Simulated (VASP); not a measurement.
# ScInC4N4: single point with PBE

The system is ScInC4N4.

```
CELL_PARAMETERS angstrom
6.10779 0.00000 0.00000
0.00000 6.10779 0.00000
0.00000 0.00000 6.10779
ATOMIC_POSITIONS crystal
Sc 0.00000 0.00000 0.00000
In 0.50000 0.50000 0.50000
C 0.19113 0.19113 0.19113
C 0.19113 0.80887 0.80887
C 0.80887 0.19113 0.80887
C 0.80887 0.80887 0.19113
N 0.30173 0.30173 0.30173
N 0.30173 0.69827 0.69827
N 0.69827 0.30173 0.69827
N 0.69827 0.69827 0.30173
```

| Property | Result |
| --- | --- |
| Program | VASP 6.6.1 |
| Task | single point |
| Functional | PBE |
| Potentials or basis | VASP PAW PBE potentials, release 64 (Sc_sv, In_d, C, N) |
| Cutoff | 520 eV |
| k mesh | 4 × 4 × 4 |
| Occupations | gaussian, width 0.1 eV |
| Spin | collinear spin, ferromagnetic start |
| Starting moments | [0.0, 0.0, 1.0, 1.0, 1.0, 1.0, 1.0, 1.0, 1.0, 1.0] μB |

```yaml
Pressure: 8.0 GPa
Largest_force: 2.412 eV/Å
Band_gap_on_the_k_mesh: zero (filled and empty bands overlap)
Net_moment: 2.00 μB per cell
Site_moments: Sc +0.64; In +0.03; C +0.04; N +0.08 μB
Valence_electrons_inside_the_program's_atomic_spheres: Sc 10.12; In 11.39; C 2.62; N 3.92
```

Forces in eV/Å, atoms in the order of the input:
```
Sc   0.000  0.000  0.000
In   0.000  0.000  0.000
C    0.582  0.582  0.582
C    0.582 -0.582 -0.582
C   -0.582  0.582 -0.582
C   -0.582 -0.582  0.582
N    1.392  1.392  1.392
N    1.392 -1.392 -1.392
N   -1.392  1.392 -1.392
N   -1.392 -1.392  1.392
```

Levels at points of the mesh, in eV from the Fermi level:
Spin up:
```
           k point  band 27  band 28  band 29  band 30  band 31  band 32  band 33  band 34  band 35  band 36
(0.00, 0.00, 0.00)    -5.46    -5.46    -5.46    -0.18    -0.18    -0.12    -0.12    -0.12     1.09     2.80
(0.50, 0.00, 0.00)    -5.96    -5.50    -5.50    -0.35    -0.03     0.23     0.37     0.37     1.22     2.01
(0.50, 0.50, 0.00)    -5.91    -5.52    -5.52    -0.38     0.01     0.53     0.58     0.58     1.08     1.81
(0.50, 0.50, 0.50)    -5.56    -5.56    -5.56    -0.15    -0.15     0.32     0.32     0.32     1.05     2.70
```
Spin down:
```csv
k point,band 26,band 27,band 28,band 29,band 30,band 31,band 32,band 33
"(0.00, 0.00, 0.00)",-5.79,-5.24,-5.24,-5.24,0.17,0.17,0.17,0.41
"(0.50, 0.00, 0.00)",-5.83,-5.72,-5.28,-5.28,0.20,0.52,0.58,0.68
"(0.50, 0.50, 0.00)",-5.72,-5.66,-5.30,-5.30,0.16,0.63,0.87,0.93
"(0.50, 0.50, 0.50)",-5.68,-5.34,-5.34,-5.34,0.44,0.44,0.65,0.65
```

Wall time 3.7 min on 1 thread of Intel(R) Xeon(R) Platinum 8488C (Sapphire Rapids), on a shared host, peak memory 0.5 GiB.

Caveat: the cell stands under pressure; spin-orbit coupling is left out, which moves the levels of the heavy elements; forces of over 1 eV/Å act on the atoms, so gaps and moduli don't describe the material at rest.
